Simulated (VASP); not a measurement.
Write the native input for VASP 6.6.1 that does the following.

```
Task                   : single point
Functional             : LDA
Potentials or basis    : VASP PAW LDA potentials, release 64 (Tl_d)
Cutoff                 : 520 eV
k mesh                 : 16 × 16 × 16
Occupations            : gaussian, width 0.15 eV
Spin                   : no spin polarisation
Dipole correction      : no
Further INCAR settings : ALGO = Fast; EDIFF = 1e-06; NBANDS = 12
```

The structure of Tl lies in POSCAR:

```
Tl
1.0
    0.0000000000      2.5896582946      2.4046827022
    2.5896582946      0.0000000000      2.4046827022
    2.5896582946      2.5896582946      0.0000000000
Tl
1
Direct
    0.0000000000      0.0000000000      0.0000000000
```

This cell differs from its parent crystal: strain +0.050 along x and y, -0.025 along z.

These files were run (other wordings do the same):

INCAR

```
SYSTEM = Tl
ALGO = Fast ; EDIFF = 1E-6
ENCUT = 520 ; GGA = CA
ISIF = 2 ; ISMEAR = 0
LASPH = .TRUE. ; LCHARG = .FALSE.
LREAL = .FALSE. ; LWAVE = .FALSE.
NBANDS = 12 ; NELM = 100
PREC = Accurate ; SIGMA = 0.15
```

KPOINTS

```
k-points
0
G
  16 16 16
  0 0 0
```

Potentials or basis: VASP PAW LDA potentials, release 64 (Tl_d).

Run with:

```console
$ cat potpaw_LDA.64/Tl_d/POTCAR > POTCAR
$ mpirun -np 1 vasp_std > vasp.out
```

Results of the run:

- Pressure: -4.7 GPa

Caveat: the cell differs from its parent crystal (strain +0.050 along x and y, -0.025 along z).

It took 89 s on 1 thread of AMD EPYC 7R43 64-Core Processor (Zen 3), with other jobs on the host, peak memory 0.2 GiB.
